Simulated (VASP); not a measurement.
Here is a VASP 6.6.1 calculation.

The input POSCAR:

```
SrCl2
1.0
    0.0000000000      3.4977180853      3.5326952661
    3.4977180853      0.0000000000      3.5326952661
    3.4977180853      3.4977180853      0.0000000000
Sr Cl
1 2
Direct
    0.0000000000      0.0000000000      0.0000000000
    0.2500000000      0.2500000000      0.2500000000
    0.7500000000      0.7500000000      0.7500000000
```

The input INCAR.step1:

```
SYSTEM = SrCl2
PREC = Accurate ; ENCUT = 520
EDIFF = 1E-5 ; ISMEAR = 0
SIGMA = 0.01 ; LREAL = .FALSE.
LASPH = .TRUE. ; NELM = 100
ALGO = Normal ; ISIF = 2
LWAVE = .TRUE. ; LCHARG = .FALSE.
NBANDS = 19 ; GGA = PE
```

The input INCAR.step2:

```
SYSTEM = SrCl2
PREC = Accurate ; ENCUT = 520
EDIFF = 1E-6 ; ISMEAR = 0
SIGMA = 0.01 ; LREAL = .FALSE.
LASPH = .TRUE. ; NELM = 100
ALGO = Normal ; ISIF = 2
LWAVE = .FALSE. ; LCHARG = .FALSE.
GGA = PE ; LHFCALC = .TRUE.
HFSCREEN = 0.2079 ; PRECFOCK = Normal
NBANDS = 19 ; ISTART = 1
```

File KPOINTS:

```
regular mesh
0
G
  4 4 4
  0 0 0
```

Potentials or basis: VASP PAW PBE potentials, release 64 (Sr_sv, Cl).

The run is started by

```bash
$ cat potpaw_PBE.64/Sr_sv/POTCAR potpaw_PBE.64/Cl/POTCAR > POTCAR
$ cp INCAR.step1 INCAR
$ mpirun -np 1 vasp_std > vasp.out
$ cp INCAR.step2 INCAR
$ mpirun -np 1 vasp_std > vasp.out
```

**Question.** Estimate the pressure.

**Answer.** -0.1 GPa.

**Question.** What does it give for the band gap on the k mesh?

**Answer.** 6.52 eV (least direct gap 6.80 eV).

Stress tensor (GPa, compression positive):
```
 0.07  0.00  0.00
 0.00  0.07  0.00
 0.00  0.00 -0.45
```

Caveat: the cell differs from its parent crystal (uniaxial z strain +1.0%); the structure was generated, so it needn't be the stable form of SrCl2; the PAW data sets were made with another functional, which shifts forces and pressure a little. A k mesh can miss the band edges.
